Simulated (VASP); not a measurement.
# Re (Im-3m) in VASP: further runs

Re is run at these levels: PBE; tasks: single point.

Everything below comes from runs of VASP 6.6.1. Logs are shortened: lines on timing, memory, paths and dates and some standing lists are left out, and cuts for length are marked.

**1. The cell of the first run**

It takes space group Im-3m (No. 229, cubic). The conventional cell has a = 2.738 Å, b = 2.738 Å, c = 2.738 Å, α = 90.00°, β = 90.00°, γ = 90.00°. Within 3.1 Å of Re (site symmetry m-3m) lie 14 Re at 2.37 to 2.74 Å.

This isn't the form of Re at room conditions, which is hcp.

**2. Single point, PBE (10.26 Å³/atom)**

File INCAR:

```
SYSTEM = Re
PREC     = Accurate       ! precision mode
ENCUT    = 520            ! plane-wave cutoff, eV
EDIFF    = 1E-7           ! SCF threshold, eV
ISMEAR   = -1             ! smearing method
SIGMA    = 0.1            ! smearing width, eV
LREAL    = .FALSE.        ! projectors in reciprocal space
LASPH    = .TRUE.         ! aspherical terms in the spheres
NELM     = 80             ! most SCF steps
ALGO     = Normal         ! electronic algorithm
ISIF     = 2              ! what is computed and relaxed
LWAVE    = .FALSE.        ! write WAVECAR
LCHARG   = .FALSE.        ! write CHGCAR
GGA      = PE             ! functional
NBANDS   = 10             ! bands
```

File KPOINTS:

```
Automatic mesh
0
G
  17 17 17
  0 0 0
```

File POSCAR:

```
Re
1.0
   -1.3689178507      1.3689178507      1.3689178507
    1.3689178507     -1.3689178507      1.3689178507
    1.3689178507      1.3689178507     -1.3689178507
Re
1
Direct
    0.0000000000      0.0000000000      0.0000000000
```

Potentials or basis: VASP PAW PBE potentials, release 64 (Re).

Run with:

```console
$ cat potpaw_PBE.64/Re/POTCAR > POTCAR
$ mpirun -np 1 vasp_std > vasp.out
```

OUTCAR:

```text
SYSTEM = Re
   PREC = Accurate
   ENCUT = 520
   EDIFF = 1E-7
   ISMEAR = -1
   LREAL = .FALSE.
   LASPH = .TRUE.
   NELM = 80
   ISIF = 2
   GGA = PE

 ion  position               nearest neighbor table
   1  0.000  0.000  0.000-

  LATTYP: Found a body centered cubic cell.
 ALAT       =     2.7378357014

  Lattice vectors:

 A1 = (  -1.3689178507,   1.3689178507,   1.3689178507)
 A2 = (   1.3689178507,  -1.3689178507,   1.3689178507)
 A3 = (   1.3689178507,   1.3689178507,  -1.3689178507)

Analysis of symmetry for initial positions (statically):
=====================================================================
 Subroutine PRICEL returns:
 Original cell was already a primitive cell.

 Routine SETGRP: Setting up the symmetry group for a
 body centered cubic supercell.

 Subroutine GETGRP returns: Found 48 space group operations
 (whereof 48 operations were pure point group operations)
 out of a pool of 48 trial point group operations.

The static configuration has the point symmetry O_h .

Analysis of symmetry for dynamics (positions and initial velocities):
=====================================================================
 Subroutine PRICEL returns:
 Original cell was already a primitive cell.

 Routine SETGRP: Setting up the symmetry group for a
 body centered cubic supercell.

 Subroutine GETGRP returns: Found 48 space group operations
 (whereof 48 operations were pure point group operations)
 out of a pool of 48 trial point group operations.

The dynamic configuration has the point symmetry O_h .

 Subroutine INISYM returns: Found 48 space group operations
 (whereof 48 operations are pure point group operations),
 and found     1 'primitive' translations

----------------------------------------------------------------------------------------

                                     Primitive cell

  volume of cell :      10.2611

  direct lattice vectors                    reciprocal lattice vectors
    -1.368917851  1.368917851  1.368917851     0.000000000  0.365252013  0.365252013
     1.368917851 -1.368917851  1.368917851     0.365252013  0.000000000  0.365252013
     1.368917851  1.368917851 -1.368917851     0.365252013  0.365252013  0.000000000

  length of vectors
     2.371035269  2.371035269  2.371035269     0.516544350  0.516544350  0.516544350

  position of ions in fractional coordinates (direct lattice)
     0.000000000  0.000000000  0.000000000

  ion indices of the primitive-cell ions
   primitive index   ion index
                 1           1

----------------------------------------------------------------------------------------

 KPOINTS: Automatic mesh

Automatic generation of k-mesh.
 Grid dimensions read from file:
 generate k-points for:   17   17   17

 Generating k-lattice:

  Cartesian coordinates                     Fractional coordinates (reciprocal lattice)
     0.000000000  0.021485413  0.021485413     0.058823529  0.000000000  0.000000000
     0.021485413  0.000000000  0.021485413     0.000000000  0.058823529  0.000000000
     0.021485413  0.021485413  0.000000000     0.000000000  0.000000000  0.058823529

  Length of vectors
     0.030384962  0.030384962  0.030384962

  Shift w.r.t. Gamma in fractional coordinates (k-lattice)
     0.000000000  0.000000000  0.000000000

 Subroutine IBZKPT returns following result:
 ===========================================

 Found    165 irreducible k-points:

 Following reciprocal coordinates:
            Coordinates               Weight
  0.000000  0.000000  0.000000      1.000000
  0.058824  0.000000  0.000000     12.000000
  0.117647  0.000000  0.000000     12.000000
  0.176471  0.000000  0.000000     12.000000
  0.235294  0.000000  0.000000     12.000000
  0.294118  0.000000  0.000000     12.000000
[... 16 lines left out ...]
  0.411765  0.117647  0.000000     48.000000
  0.176471  0.176471  0.000000     24.000000
 [... further k-points ...]
   k-points           NKPTS =    165   k-points in BZ     NKDIM =    165   number of bands    NBANDS=     10
   number of dos      NEDOS =    301   number of ions     NIONS =      1
   total plane-waves  NPLWV =   5832
   dimension x,y,z NGX =    18 NGY =   18 NGZ =   18
   dimension x,y,z NGXF=    36 NGYF=   36 NGZF=   36
   ions per type =               1
   NGX,Y,Z   is equivalent  to a cutoff of  12.62, 12.62, 12.62 a.u.
   NGXF,Y,Z  is equivalent  to a cutoff of  25.24, 25.24, 25.24 a.u.
 SYSTEM =  Re
   PREC   = accura    normal or accurate (medium, high low for compatibility)
   ISTART =      0    job   : 0-new  1-cont  2-samecut
   ICHARG =      2    charge: 1-file 2-atom 10-const
   ISPIN  =      1    spin polarized calculation?
   LNONCOLLINEAR =      F non collinear calculations
   LSORBIT =      F    spin-orbit coupling
   LASPH  =      T    aspherical Exc in radial PAW
   ENCUT  =  520.0 eV  38.22 Ry    6.18 a.u.   4.41  4.41  4.41*2*pi/ulx,y,z
   NELM   =     80;   NELMIN=  2; NELMDL= -5     # of ELM steps
   EDIFF  = 0.1E-06   stopping-criterion for ELM
   LREAL  =      F    real-space projection
   EDIFFG = 0.1E-05   stopping-criterion for IOM
   NSW    =      0    number of steps for IOM
   IBRION =     -1    ionic relax: 0-MD 1-quasi-New 2-CG
   NFREE  =      0    steps in history (QN), initial steepest desc. (CG)
   ISIF   =      2    stress and relaxation
   ISYM   =      2    0-nonsym 1-usesym 2-fastsym
   POTIM  = 0.5000    time-step for ionic-motion
   TEBEG  =    0.0;   TEEND  =   0.0 temperature during run
   PSTRESS=    0.0 pullay stress
   NELECT =       7.0000    total number of electrons
   NUPDOWN=      -1.0000    fix difference up-down
   EMIN   =  10.00;   EMAX   =-10.00  energy-range for DOS
   EFERMI =   0.00;   METHOD = LEGACY
   ISMEAR =    -1;   SIGMA  =   0.10  broadening in eV -4-tet -1-fermi 0-gaus
   EFERMI_NEDOS =   21; number of points for ismear=-14 and -15
   IALGO  =     38    algorithm
   IMIX   =      4    mixing-type and parameters
     AMIX     =   0.40;   BMIX     =  1.00
     AMIX_MAG =   1.60;   BMIX_MAG =  1.00
  volume/ion in A,a.u.               =      10.26        69.25
  Fermi-wavevector in a.u.,A,eV,Ry     =   1.441153  2.723385 28.258244  2.076922
  Thomas-Fermi vector in A             =   2.559817
   LORBIT       =      0    0 simple, 1 ext, 2 COOP (PROOUT), +10 PAW based schemes
   GGA     = PE    functional components
   LHFCALC =     F    Hartree Fock is set to
   AEXX    =    0.0000 exact exchange contribution
   IVDW    =     0    specifies the selected vdW correction
   LEPSILON=     F    determine dielectric tensor
   LRPA    =     F    only Hartree local field effects (RPA)
 non-spin polarized calculation
  energy-cutoff  :      520.00
  volume of cell :       10.26
 maximum number of plane-waves:       285
 NGX is ok and might be reduce to    18
   NGX =  9   NGY =  9   NGZ =  9

 number of electron       7.0000001 magnetization

 Free energy of the ion-electron system (eV)
  ---------------------------------------------------
  ext. energy  EPLUGINS =         0.00000000
  ---------------------------------------------------
  free energy    TOTEN  =        -8.68098498 eV

  energy without entropy =       -8.66435818  energy(sigma->0) =       -8.67267158

 E-fermi :  14.3081     XC(G=0): -15.8065

 val. band max:       14.2928890357   @ k =  -0.4118  -0.4706   0.1765
 cond. band min:      14.3396721798   @ k =   0.2353   0.0000   0.0000
 fundamental gap:      0.0467831441
 Fermi energy:        14.3081334326

 k-point     1 :       0.0000    0.0000    0.0000
  band No.  band energies     occupation
      1       0.8664      2.00000
      2       9.9939      2.00000
      3       9.9939      2.00000
      4       9.9939      2.00000
      5      15.3105      0.00009
      6      15.3105      0.00009
      7      30.3406      0.00000
      8      30.3406      0.00000
      9      30.3406      0.00000
     10      48.0025      0.00000

 k-point     2 :       0.0588    0.0000    0.0000
  band No.  band energies     occupation
      1       1.1388      2.00000
      2       9.8221      2.00000
      3       9.9664      2.00000
      4      10.2672      2.00000
      5      15.0105      0.00178
      6      15.3093      0.00009
      7      30.5921      0.00000
      8      30.7771      0.00000
      9      31.1098      0.00000
     10      46.8876      0.00000

 k-point     3 :       0.1176    0.0000    0.0000
  band No.  band energies     occupation
      1       1.8940      2.00000
      2       9.3569      2.00000
      3       9.8420      2.00000
      4      11.0750      2.00000
      5      14.4374      0.43068
      6      15.3250      0.00008
      7      31.2518      0.00000
      8      32.0353      0.00000
      9      33.0823      0.00000
     10      43.9633      0.00000

 k-point     4 :       0.1765    0.0000    0.0000
  band No.  band energies     occupation
      1       2.9148      2.00000
      2       8.7154      2.00000
      3       9.6302      2.00000
      4      12.3807      2.00000
      5      14.1464      1.66889
      6      15.4019      0.00004
      7      31.9549      0.00000
      8      33.9936      0.00000
      9      35.4148      0.00000
     10      41.5604      0.00000
[... 222 lines left out ...]
 k-point    22 :       0.3529    0.1176    0.0000
  band No.  band energies     occupation
      1       4.0564      2.00000
      2       6.7514      2.00000
      3      12.2679      2.00000
      4      15.3095      0.00009
      5      17.4318      0.00000
      6      22.0751      0.00000
      7      28.9426      0.00000
      8      31.8674      0.00000
      9      38.3067      0.00000
     10      42.7013      0.00000

 k-point    23 :       0.4118    0.1176    0.0000
  band No.  band energies     occupation
      1       3.8327      2.00000
      2       6.5936      2.00000
      3      13.2490      1.99995
      4      15.2831      0.00012
      5      18.0459      0.00000
      6      23.4705      0.00000
      7      28.3935      0.00000
      8      30.5134      0.00000
      9      37.3708      0.00000
     10      42.3874      0.00000

 k-point    24 :       0.1765    0.1765    0.0000
  band No.  band energies     occupation
      1       5.1049      2.00000
      2       7.8118      2.00000
      3       8.6739      2.00000
      4      13.7476      1.99267
      5      16.7462      0.00000
      6      17.6447      0.00000
      7      32.2831      0.00000
      8      34.4618      0.00000
      9      38.1867      0.00000
     10      41.7986      0.00000

 [... further k-points ...]

------------------------ aborting loop because EDIFF is reached ----------------------------------------

  FORCE on cell =-STRESS in cart. coord.  units (eV):
  Direction    XX          YY          ZZ          XY          YZ          ZX
  --------------------------------------------------------------------------------------
  -------------------------------------------------------------------------------------
  Total       20.6672473     20.6672473     20.6672473     -0.0000000      0.0000000      0.0000000
  in kB     3227.0156133   3227.0156133   3227.0156133     -0.0000000      0.0000000      0.0000000
  external PRESSURE =    3227.0156133 kB  Pullay stress =       0.0000000 kB

 VOLUME and BASIS-vectors are now :
 -----------------------------------------------------------------------------
  energy-cutoff  :      520.00
  volume of cell :       10.26
      direct lattice vectors                 reciprocal lattice vectors
    -1.368917851  1.368917851  1.368917851     0.000000000  0.365252013  0.365252013
     1.368917851 -1.368917851  1.368917851     0.365252013  0.000000000  0.365252013
     1.368917851  1.368917851 -1.368917851     0.365252013  0.365252013  0.000000000

 POSITION                                       TOTAL-FORCE (eV/Angst)
 -----------------------------------------------------------------------------------
      0.00000      0.00000      0.00000        -0.000000      0.000000      0.000000
 -----------------------------------------------------------------------------------
    total drift:                               -0.000000      0.000000     -0.000000

  FREE ENERGIE OF THE ION-ELECTRON SYSTEM (eV)
  ---------------------------------------------------
  free  energy   TOTEN  =        -8.6809849800 eV

  energy  without entropy=       -8.6643581819  energy(sigma->0) =       -8.67267158
```

Run time: 12 s. Hardware: 1 thread of Intel Xeon Platinum 8559C (Emerald Rapids), shared host; peak memory 0.13 GiB.

Results:

```yaml
Free_energy: -8.6810 eV
Pressure: 322.7 GPa
Band_gap_on_the_k_mesh: zero (an odd number of electrons rules out a gap without spin polarisation)
```

Caveat: the cell stands under pressure; spin-orbit coupling is left out, which moves the levels of the heavy elements.

(Part 1 of 2 ends here.)
